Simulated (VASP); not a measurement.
A run of VASP 6.6.1 is set up as follows.

File INCAR:

```
SYSTEM = O
ALGO = Normal ; EDIFF = 1E-7
EDIFFG = -0.005 ; ENCUT = 910
GGA = PS ; GGA_COMPAT = .False.
IBRION = 2 ; ISIF = 3
ISMEAR = 0 ; ISPIN = 2
LASPH = .True. ; LCHARG = .False.
LORBIT = 11 ; LREAL = .False.
LWAVE = .False. ; MAGMOM = 0.61 0.61
NELM = 200 ; NELMIN = 4
NSW = 70 ; PREC = Accurate
SIGMA = 0.02
```

File KPOINTS:

```
k-points
0
Gamma
  9 9 9
  0 0 0
```

The input POSCAR:

```
O
1.0
    1.7637033856      1.0182746245      3.8818702962
   -1.7637033856      1.0182746245      3.8818702962
    0.0000000000     -2.0365492489      3.8818702962
O
2
Direct
    0.9476824978      0.9476824978      0.9476824978
    0.0523175022      0.0523175022      0.0523175022
```

Potentials or basis: VASP PAW PBE potentials, release 64 (O_h).

The run is started by

```sh
$ cat potpaw_PBE.64/O_h/POTCAR > POTCAR
$ mpirun -np 1 vasp_std > vasp.out
```

(1) Predict the relaxed cell.

(2) Predict the space group after relaxing (to 0.1 Å).

## Answers

(1) a = 4.347 Å, b = 4.347 Å, c = 4.347 Å, α = 47.42°, β = 47.42°, γ = 47.42°.

(2) R-3m (No. 166).
